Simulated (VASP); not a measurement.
Write the native input for VASP 6.6.1 that does the following.

| Item | Value |
| --- | --- |
| Task | single point |
| Functional | PBE |
| Potentials or basis | VASP PAW PBE potentials, release 64 (Cs_sv, I) |
| Cutoff | 500 eV |
| k mesh | 2 × 2 × 2 |
| Occupations | gaussian, width 0.01 eV |
| Spin | no spin polarisation |
| Dipole correction | no |
| Further INCAR settings | ALGO = Normal; EDIFF = 1e-06; NBANDS = 15 |

The structure of CsI lies in POSCAR:

```
CsI
1.0
    4.6080831759      0.0000000000      0.0000000000
    0.0000000000      4.6080831759      0.0000000000
    0.0000000000      0.0000000000      4.6080831759
Cs I
1 1
Direct
    0.0000000000      0.0000000000      0.0000000000
    0.5000000000      0.5000000000      0.5000000000
```

One way to write it, as run:

INCAR

```
  PREC = Accurate
  ENCUT = 500
  EDIFF = 1E-6
  ISMEAR = 0
  SIGMA = 0.01
  LREAL = F
  LASPH = T
  NELM = 120
  ALGO = Normal
  ISIF = 2
  LWAVE = F
  LCHARG = F
  GGA = PE
  NBANDS = 15
  GGA_COMPAT = F
```

KPOINTS

```
Automatic mesh
0
Gamma
  2 2 2
```

Potentials or basis: VASP PAW PBE potentials, release 64 (Cs_sv, I).

The run is started by

```console
$ cat potpaw_PBE.64/Cs_sv/POTCAR potpaw_PBE.64/I/POTCAR > POTCAR
$ mpirun -np 1 vasp_std > vasp.out
```

Results of the run:

```json
{
  "Pressure": "1.3 GPa",
  "Band gap on the k mesh": "3.73 eV, indirect (least direct gap 3.82 eV)"
}
```

Caveat: the k points lie up to 0.68 Å⁻¹ apart; spin-orbit coupling is left out, which moves the levels of the heavy elements.

Run time: 5.3 s on 1 thread of Intel(R) Xeon(R) Platinum 8559C (Emerald Rapids), with other jobs on the host, peak memory 0.19 GiB.
